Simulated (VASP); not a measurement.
The system is Sn.

```
Sn
1.0
    -1.72654    1.77555    2.33834
     1.72654   -1.77555    2.33834
     1.72654    1.77555   -2.33834
Sn
1
Direct
  0.00000 0.00000 0.00000
```

Base run:

| Quantity | Value |
| --- | --- |
| Program | VASP 6.6.1 |
| Functional | r2SCAN |
| Potentials or basis | VASP PAW PBE potentials, release 64 (Sn_d) |
| Cutoff | 520 eV |
| k mesh | 11 × 11 × 11 |
| Occupations | fermi-dirac, width 0.05 eV |
| Spin | no spin polarisation |

Its results: band gap on the k mesh zero (bands 7 and 8 overlap by 9.32 eV); pressure -2.2 GPa.

Q: The run is repeated on the same cell with these changes: functional from r2SCAN to B3LYP; cutoff from 520 eV to 400 eV; k mesh from 11 × 11 × 11 to 6 × 6 × 6. What comes out?

A: Band gap on the k mesh zero (bands 7 and 8 overlap by 10.12 eV); pressure 2.5 GPa.

Several settings changed at once.

Caveats: some runs use coarse meshes; the PAW data sets were made with another functional, which shifts forces and pressure a little; spin-orbit coupling is left out, which moves the levels of the heavy elements.
